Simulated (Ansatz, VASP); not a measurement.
**Two plane-wave programs on Na3BPd**

Contents of INCAR:

```
SYSTEM = Na3BPd
  PREC = Accurate
  ENCUT = 600
  EDIFF = 1E-6
  ISMEAR = 0
  SIGMA = 0.1
  LREAL = .False.
  LASPH = .True.
  NELM = 100
  ALGO = Normal
  ISIF = 3
  LWAVE = .False.
  LCHARG = .False.
  GGA = PE
  IBRION = 2
  NSW = 90
  EDIFFG = -0.04
```

File KPOINTS:

```
Automatic mesh
0
Gamma
  4 4 6
  0 0 0
```

Contents of POSCAR:

```
Na3BPd
1.0
    5.1696726800      0.0000000000      0.0000000000
    0.0000000000      5.3434344300      0.0000000000
    0.0000000000      0.0000000000      3.3829391500
Na B Pd
3 1 1
Direct
    0.5000000000      0.0000000000      0.7831119000
    0.0000000000      0.2201618900      0.1269944500
    0.0000000000      0.7798381100      0.1269944500
    0.5000000000      0.5000000000      0.4227295500
    0.5000000000      0.5000000000      0.9597991400
```

Input for Ansatz:

```yaml
crystal:
  lattice:
    - [5.16967268, 0.0, 0.0]
    - [0.0, 5.34343443, 0.0]
    - [0.0, 0.0, 3.38293915]
  atoms:
    - { symbol: Na, position: [0.5, 0.0, 0.7831119] }
    - { symbol: Na, position: [0.0, 0.22016189, 0.12699445] }
    - { symbol: Na, position: [0.0, 0.77983811, 0.12699445] }
    - { symbol: B, position: [0.5, 0.5, 0.42272955] }
    - { symbol: Pd, position: [0.5, 0.5, 0.95979914] }
basis:
  ecutwfc: 420
kpoints:
  mp_grid: { grid: [4, 4, 6] }
hamiltonian:
  xc: pbe
scf:
  occupations: { method: gaussian, width: 0.1 }
  lower_state_search: "off"
output:
  forces: true
  stress: true
  eigenvalues: true
relax:
  adjacent_minimum: "off"
  f_tol: 0.04
  max_steps: 70
  cell: { stress_tol: 0.4 }
```

Alike in both runs: task relaxation of cell and atoms; functional PBE; k mesh 4 × 4 × 6; occupations gaussian, width 0.1 eV; no spin polarisation.

```csv
,VASP,Ansatz
version,VASP 6.6.1,Ansatz 0.2.0
potentials or method,"VASP PAW PBE potentials, release 64 (Na_pv, B, Pd), cutoff 600 eV","scalar-relativistic, plane waves, PAW"
valence electrons in the cell,34,48
```

|  | VASP | Ansatz | Ansatz less VASP |
| --- | --- | --- | --- |
| gap on the k mesh at the Fermi level, each at its own relaxed structure (eV) | none | none | - |
| relaxed volume (Å³/atom) | 23.69 | 23.60 | -0.096 |
| relaxed cell length with the largest relative difference (Å) | 4.799 | 4.754 | -0.0447 |

A gap of «none» marks a metal or a gap that the smearing closes. VASP's potentials hold 34 valence electrons a cell and Ansatz's 48, so a difference there can come from the potentials and not from the codes.

Noted on VASP's run: the volume moved by over 15 % at a fixed basis, so the end points are rough.
